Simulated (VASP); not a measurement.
Input of a VASP 6.6.1 run:

File INCAR:

```
SYSTEM = MgO
  PREC = Accurate
  ENCUT = 520
  EDIFF = 1E-8
  ISMEAR = 0
  SIGMA = 0.01
  LREAL = .False.
  LASPH = .True.
  NELM = 60
  ALGO = Normal
  ISIF = 2
  LWAVE = .False.
  LCHARG = .False.
  GGA = PE
  NBANDS = 11
  IBRION = 8
  NSW = 1
  LEPSILON = .True.
```

Contents of KPOINTS:

```
regular mesh
0
Gamma
  14 14 14
  0 0 0
```

Contents of POSCAR:

```
MgO
1.0
    0.0000000000      2.1268434960      2.1268434960
    2.1268434960      0.0000000000      2.1268434960
    2.1268434960      2.1268434960      0.0000000000
Mg O
1 1
Direct
    0.0000000000      0.0000000000      0.0000000000
    0.5000000000      0.5000000000      0.5000000000
```

Potentials or basis: VASP PAW PBE potentials, release 64 (Mg, O).

Launch:

```console
$ cat potpaw_PBE.64/Mg/POTCAR potpaw_PBE.64/O/POTCAR > POTCAR
$ mpirun -np 1 vasp_std > vasp.out
```

Task: What does it give for the electronic dielectric tensor (diagonal)?

Result: 3.17.

Task: Predict the Born charges (mean of the diagonal).

Result: Mg +1.98; O -1.98 e.

Task: What does it give for the highest phonon frequency at Γ, LO-TO splitting left out?

Result: 368 cm⁻¹.

Born effective charge tensors (e):
atom 1, Mg
```
1.98 0.00 0.00
0.00 1.98 0.00
0.00 0.00 1.98
```
atom 2, O
```
-1.98  0.00  0.00
 0.00 -1.98  0.00
 0.00  0.00 -1.98
```
